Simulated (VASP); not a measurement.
PbSe: relaxation of cell and atoms with r2SCAN

PbSe:

```
CELL_PARAMETERS angstrom
0.00000 3.12068 3.12068
3.12068 0.00000 3.12068
3.12068 3.12068 0.00000
ATOMIC_POSITIONS crystal
Pb 0.00000 0.00000 0.00000
Se 0.50000 0.50000 0.50000
```

```yaml
Program: VASP 6.6.1
Task: relaxation of cell and atoms
Functional: r2SCAN
Potentials_or_basis: VASP PAW PBE potentials, release 64 (Pb_d, Se)
Cutoff: 620 eV
k_mesh: 8 × 8 × 8
Occupations: gaussian, width 0.03 eV
Spin: no spin polarisation
Tolerance_level: standard
Purpose: cell
Passes: 3
Further_INCAR_settings: ALGO = Normal; EDIFF = 1e-07
```

```yaml
Relaxed_volume: 29.49 Å³/atom
Relaxed_cell: a = 4.369 Å, b = 4.369 Å, c = 4.369 Å, α = 60.00°, β = 60.00°, γ = 60.00°
Space_group_after_relaxing_to_0.1_Å: Fm-3m (No. 225)
Energy_gained_by_relaxing: 4.1 meV/atom
Ionic_steps: 5
Pressure_after_relaxing: 0.0 GPa
Band_gap_on_the_k_mesh: 0.67 eV
```

The path:
```
step  energy change (eV)  largest force (eV/Å)  pressure (GPa)  volume (Å³)
   1              0.0000                0.0000           -1.45        60.78
   2             -0.0074                0.0000            0.54        58.39
   3             -0.0084                0.0000            0.00        58.98
   4             -0.0082                0.0000            0.00        58.98
   5             -0.0082                0.0000            0.00        58.98
```

Final structure:
```
Pb Se
1.0
     0.00000    3.08954    3.08954
     3.08954    0.00000    3.08954
     3.08954    3.08954    0.00000
Pb Se
1 1
Direct
  0.00000 0.00000 0.00000
  0.50000 0.50000 0.50000
```

Levels at points of the mesh, in eV from the valence-band top:
| k point | band 6 | band 7 | band 8 | band 9 | band 10 | band 11 | band 12 | band 13 | band 14 |
| --- | --- | --- | --- | --- | --- | --- | --- | --- | --- |
| (0.00, 0.00, 0.00) | -13.88 | -6.38 | -1.87 | -1.87 | -1.87 | 5.00 | 5.00 | 5.00 | 7.04 |
| (0.50, 0.00, 0.00) | -12.85 | -8.88 | -1.47 | -1.47 | 0.00 | 0.67 | 2.00 | 2.00 | 9.07 |
| (0.50, 0.50, 0.00) | -12.49 | -7.48 | -4.89 | -3.19 | -3.19 | 4.16 | 5.90 | 5.90 | 6.37 |

It took 7.8 min on 1 thread of Intel(R) Xeon(R) Platinum 8488C (Sapphire Rapids) (shared host), peak memory 0.25 GiB.

Caveat: the PAW data sets were made with another functional, which shifts forces and pressure a little; spin-orbit coupling is left out, which moves the levels of the heavy elements. A k mesh can miss the band edges.
